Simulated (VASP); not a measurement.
Set up this calculation in VASP 6.6.1, as the native input.

```yaml
Task: single point
Functional: PBE
Potentials_or_basis: VASP PAW PBE potentials, release 64 (V_sv, N)
Cutoff: 520 eV
k_mesh: 12 × 12 × 12
Occupations: gaussian, width 0.1 eV
Spin: no spin polarisation
Dipole_correction: no
Further_INCAR_settings: ALGO = Normal; EDIFF = 1e-06; NBANDS = 32
```

The structure of VN2 lies in POSCAR:

```
VN2
1.0
   -2.1507500000      2.1507500000      2.4913500000
    2.1507500000     -2.1507500000      2.4913500000
    2.1507500000      2.1507500000     -2.4913500000
V N
2 4
Direct
    0.2500000000      0.2500000000      0.0000000000
    0.7500000000      0.7500000000      0.0000000000
    0.1151000000      0.6151000000      0.7302000000
    0.6151000000      0.8849000000      0.5000000000
    0.8849000000      0.3849000000      0.2698000000
    0.3849000000      0.1151000000      0.5000000000
```

These files were run (other wordings do the same):

INCAR

```
SYSTEM = VN2
  ALGO = Normal
  EDIFF = 1E-6
  ENCUT = 520
  GGA = PE
  ISIF = 2
  ISMEAR = 0
  LASPH = .True.
  LCHARG = .False.
  LREAL = .False.
  LWAVE = .False.
  NBANDS = 32
  NELM = 80
  PREC = Accurate
  SIGMA = 0.1
```

KPOINTS

```
k-points
0
Gamma
  12 12 12
  0 0 0
```

Potentials or basis: VASP PAW PBE potentials, release 64 (V_sv, N).

Command:

```bash
$ cat potpaw_PBE.64/V_sv/POTCAR potpaw_PBE.64/N/POTCAR > POTCAR
$ mpirun -np 1 vasp_std > vasp.out
```

Results of the run:

```
Pressure               : -0.3 GPa
Largest force          : 0.369 eV/Å
Band gap on the k mesh : zero (bands 23 and 24 overlap by 0.38 eV)
```

Caveat: the run has no spin polarisation, though such a crystal can be magnetic.

It took 2.9 min on 1 thread of Intel(R) Xeon(R) Platinum 8559C (Emerald Rapids), with other jobs on the host, peak memory 0.3 GiB.
